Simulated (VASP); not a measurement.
## AlN: single point with PBE

AlN:

```xyz
32
Lattice="-4.4032 4.4032 -4.4032 -4.4032 -4.4032 4.4032 4.4032 4.4032 4.4032" Properties=species:S:1:pos:R:3 pbc="T T T"
Al   -2.2016   -2.2016    4.4032
Al   -2.2016    4.4032   -2.2016
Al   -4.4032    2.2016    2.2016
Al   -2.2016    2.2016    0.0000
Al    0.0000    4.4032    0.0000
Al   -2.2016    2.2016    4.4032
Al   -2.2016    0.0000    2.2016
Al    0.0000    2.2016    2.2016
Al    2.2016    4.4032    2.2016
Al   -4.4032   -2.2016    2.2016
Al    0.0000    0.0000    4.4032
Al    2.2016    2.2016    4.4032
Al    0.0000    0.0000    0.0000
Al   -2.2016    4.4032    2.2016
Al   -4.4032    2.2016   -2.2016
Al   -4.4032    0.0000    0.0000
N     3.3024    3.3024    3.3024
N    -1.1008    5.5040    1.1008
N    -3.3024    3.3024   -3.3024
N    -1.1008    3.3024    3.3024
N    -3.3024    1.1008   -1.1008
N    -1.1008    3.3024   -1.1008
N    -1.1008    1.1008    5.5040
N    -3.3024   -1.1008    1.1008
N    -1.1008    1.1008    1.1008
N     1.1008    3.3024    1.1008
N    -3.3024   -3.3024    3.3024
N    -1.1008   -1.1008    3.3024
N     1.1008    1.1008    3.3024
N    -5.5040    1.1008    1.1008
N    -3.3024    3.3024    1.1008
N    -3.3024    1.1008    3.3024
```

| Quantity | Value |
| --- | --- |
| Program | VASP 6.6.1 |
| Task | single point |
| Functional | PBE |
| Potentials or basis | VASP PAW PBE potentials, release 64 (Al, N) |
| Cutoff | 520 eV |
| k mesh | 2 × 2 × 2 |
| Occupations | gaussian, width 0.01 eV |
| Spin | no spin polarisation |

```json
{
 "Pressure": "-0.4 GPa",
 "Band gap on the k mesh": "3.30 eV"
}
```

Levels at points of the mesh, in eV from the valence-band top:
```
           k point  band 62  band 63  band 64  band 65  band 66  band 67
(0.00, 0.00, 0.00)     0.00     0.00     0.00     3.30     3.30     3.30
(0.50, 0.00, 0.00)    -0.68    -0.05    -0.05     5.12     5.12     5.26
(0.50, 0.50, 0.50)    -0.48    -0.48    -0.48     5.84     5.84     5.84
```

Run time: 5.6 min on 1 thread of AMD EPYC 7R43 64-Core Processor (Zen 3), with other jobs on the host, peak memory 0.44 GiB.

Caveat: the k points lie up to 0.50 Å⁻¹ apart. PBE gaps usually lie below the measured ones, often by a third to a half.
